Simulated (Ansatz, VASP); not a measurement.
# AgRh: VASP beside Ansatz

Contents of POSCAR:

```
AgRh
1.0
    2.7775881998      0.0000000000      0.0000000000
   -1.3887940999      2.4054619423      0.0000000000
    0.0000000000      0.0000000000      4.8086020000
Ag Rh
1 1
Direct
    0.0000000000      0.0000000000      0.5000000000
    0.6666666667      0.3333333333      0.0000000000
```

File INCAR.step1:

```
PREC     = Accurate       # precision mode
ENCUT    = 520            # plane-wave cutoff, eV
ISMEAR   = -1             # smearing method
SIGMA    = 0.05           # smearing width, eV
LREAL    = False          # projectors in reciprocal space
LASPH    = True           # aspherical terms in the spheres
NELM     = 60             # most SCF steps
NBANDS   = 20             # bands
GGA      = PE             # functional
ALGO     = Normal         # electronic algorithm
EDIFF    = 1E-4           # SCF threshold, eV
LWAVE    = True           # write WAVECAR
LCHARG   = False          # write CHGCAR
```

File INCAR.step2:

```
PREC     = Accurate       # precision mode
ENCUT    = 520            # plane-wave cutoff, eV
EDIFF    = 1E-6           # SCF threshold, eV
ISMEAR   = -1             # smearing method
SIGMA    = 0.05           # smearing width, eV
LREAL    = False          # projectors in reciprocal space
LASPH    = True           # aspherical terms in the spheres
NELM     = 60             # most SCF steps
ALGO     = Normal         # electronic algorithm
ISIF     = 2              # what is computed and relaxed
LWAVE    = False          # write WAVECAR
LCHARG   = True           # write CHGCAR
METAGGA  = R2SCAN         # meta-GGA
LMIXTAU  = True         
LELF     = True           # ELF
LVHAR    = True         
NBANDS   = 20             # bands
ISTART   = 1
```

Contents of KPOINTS:

```
Automatic mesh
0
Gamma
  6 6 3
```

input.yaml

```yaml
crystal:
  lattice:
    - [2.7775881998, 0.0, 0.0]
    - [-1.3887940999, 2.4054619423, 0.0]
    - [0.0, 0.0, 4.808602]
  atoms:
    - { symbol: Ag, position: [0.0, 0.0, 0.5] }
    - { symbol: Rh, position: [0.6666666667, 0.3333333333, 0.0] }
hamiltonian:
  xc: r2scan
  pseudopotentials: { kind: paw }
kpoints:
  mp_grid: { grid: [6, 6, 3] }
  band_path:
    path:
      - [[0.0, 0.0, 0.0], [0.5, 0.0, 0.0], [0.3333333333, 0.3333333333, 0.0], [0.0, 0.0, 0.0], [0.0, 0.0, 0.5], [0.5, 0.0, 0.5], [0.3333333333, 0.3333333333, 0.5], [0.0, 0.0, 0.5]]
      - [[0.5, 0.0, 0.5], [0.5, 0.0, 0.0]]
      - [[0.3333333333, 0.3333333333, 0.0], [0.3333333333, 0.3333333333, 0.5]]
    npoints: 14
scf:
  occupations: { method: fermi_dirac, width: 0.05 }
  n_extra_bands: 6
output:
  forces: true
  stress: true
  eigenvalues: true
  fatbands: false
```

Alike in both runs: functional r2SCAN; k mesh 6 × 6 × 3; occupations fermi-dirac, width 0.05 eV; no spin polarisation.

|  | VASP | Ansatz |
| --- | --- | --- |
| version | VASP 6.6.1 | Ansatz 0.2.0 |
| potentials or method | VASP PAW PBE potentials, release 64 (Ag, Rh_pv) | Ansatz PAW |
| plane-wave cutoff (eV) | 520 | 500 |
| valence electrons in the cell | 26 | 36 |
| task | single point | band structure |

|  | VASP | Ansatz | Ansatz less VASP |
| --- | --- | --- | --- |
| gap on the k mesh at the Fermi level (eV) | none | none | - |
| pressure (GPa) | -5.9 | -6.4 | -0.48 |
| traceless stress, the component that is largest in VASP (GPa) | 0.98 | 1.13 | +0.155 |

VASP's potentials were made for PBE, not for r2SCAN. A gap of «none» marks a metal or a gap that the smearing closes. VASP's potentials hold 26 valence electrons a cell and Ansatz's 36, so a difference there can come from the potentials and not from the codes.

The k mesh is coarse, so the values compare programs but aren't converged.
